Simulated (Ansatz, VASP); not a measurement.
# One calculation of Ta, two programs

```
Ta
1.0
     0.00000    3.10270    3.10270
     3.10270    0.00000    3.10270
     3.10270    3.10270    0.00000
Ta
2
Cartesian
  0.7757 0.7757 0.7757
  5.4297 5.4297 5.4297
```

Alike in both runs: functional BLYP; k mesh 9 × 9 × 9; occupations fermi-dirac, width 0.1 eV; no spin polarisation.

Ansatz relaxed the structure, and its values are those at the end. VASP's run is a single point on that final structure, the one shown.

```csv
,VASP,Ansatz
version,VASP 6.6.1,Ansatz 0.2.0
potentials or method,"VASP PAW PBE potentials, release 64 (Ta_pv), cutoff 520 eV","plane waves (420 eV) with PAW, scalar-relativistic"
valence electrons in the cell,22,26
```

Ansatz gave:

```
pressure (GPa) : 0.0
```

Q: Which values does VASP return?

A: Pressure (GPa): 0.3.

VASP's potentials were made for PBE, not for BLYP. With one functional, cell and mesh, what is left measures potentials, basis and numerics. VASP's potentials hold 22 valence electrons a cell and Ansatz's 26, so a difference there can come from the potentials and not from the codes.

Spin-orbit coupling is off throughout.
